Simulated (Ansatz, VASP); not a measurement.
## One calculation of Ti5Re3, two programs

INCAR

```
  PREC = Accurate
  ENCUT = 520
  EDIFF = 1E-6
  ISMEAR = 0
  SIGMA = 0.1
  LREAL = False
  LASPH = True
  NELM = 150
  ALGO = Normal
  ISIF = 2
  LWAVE = False
  LCHARG = False
  ISPIN = 2
  MAGMOM = 1 1 1 1 1 1 1 1
  LORBIT = 11
  LMAXMIX = 4
  GGA = PE
  NBANDS = 54
```

Contents of KPOINTS:

```
regular mesh
0
Gamma
  4 4 4
```

POSCAR

```
Ti5Re3
1.0
   -3.1422129000      3.1422129000      3.1422129000
    3.1422129000     -3.1422129000      3.1422129000
    3.1422129000      3.1422129000     -3.1422129000
Ti Re
5 3
Direct
    0.0000000000      0.0000000000      0.0000000000
    0.0000000000      0.0000000000      0.5000000000
    0.0000000000      0.5000000000      0.0000000000
    0.5000000000      0.0000000000      0.0000000000
    0.5000000000      0.5000000000      0.5000000000
    0.0000000000      0.5000000000      0.5000000000
    0.5000000000      0.5000000000      0.0000000000
    0.5000000000      0.0000000000      0.5000000000
```

Input for Ansatz:

```yaml
crystal:
  lattice:
    - [-3.1422129, 3.1422129, 3.1422129]
    - [3.1422129, -3.1422129, 3.1422129]
    - [3.1422129, 3.1422129, -3.1422129]
  atoms:
    - { symbol: Ti, position: [0.0, 0.0, 0.0], spin: 1.0 }
    - { symbol: Ti, position: [0.0, 0.0, 0.5], spin: 1.0 }
    - { symbol: Ti, position: [0.0, 0.5, 0.0], spin: 1.0 }
    - { symbol: Ti, position: [0.5, 0.0, 0.0], spin: 1.0 }
    - { symbol: Ti, position: [0.5, 0.5, 0.5], spin: 1.0 }
    - { symbol: Re, position: [0.0, 0.5, 0.5], spin: 1.0 }
    - { symbol: Re, position: [0.5, 0.5, 0.0], spin: 1.0 }
    - { symbol: Re, position: [0.5, 0.0, 0.5], spin: 1.0 }
basis:
  ecutwfc: 420
kpoints:
  mp_grid: { grid: [4, 4, 4] }
hamiltonian:
  xc: pbe
scf:
  occupations: { method: gaussian, width: 0.1 }
  lower_state_search: "off"
output:
  forces: true
  stress: true
  eigenvalues: true
  populations: true
magnetization:
  spin_polarized: true
```

Change from the starting cell: relaxed end of: species swapped into the Fe5Co3 type (Im-3m, No. 229).

Alike in both runs: task single point; functional PBE; k mesh 4 × 4 × 4; occupations gaussian, width 0.1 eV; collinear spin.

|  | VASP | Ansatz |
| --- | --- | --- |
| version | VASP 6.6.1 | Ansatz 0.2.0 |
| potentials or method | VASP PAW PBE potentials, release 64 (Ti_sv, Re), cutoff 520 eV | scalar-relativistic, plane waves, PAW |
| valence electrons in the cell | 81 | 105 |

Ansatz gave:

| Item | Value |
| --- | --- |
| gap on the k mesh at the Fermi level (eV) | none |
| pressure (GPa) | -0.1 |
| net moment per atom (μB) | 0.18 |
| size of the moment on the site where the two differ most (μB) | 0.65 |

Task: Which values does VASP return?

Result: gap on the k mesh at the Fermi level (eV): none; pressure (GPa): -0.6; net moment per atom (μB): 0.00; size of the moment on the site where the two differ most (μB): 0.00.

The net moments are unlike, so the other rows may belong to different states. Site moments also hang on the region over which each program counts them. A gap of «none» marks a metal or a gap that the smearing closes. VASP's potentials hold 81 valence electrons a cell and Ansatz's 105, so a difference there can come from the potentials and not from the codes.

Spin-orbit coupling is off throughout.
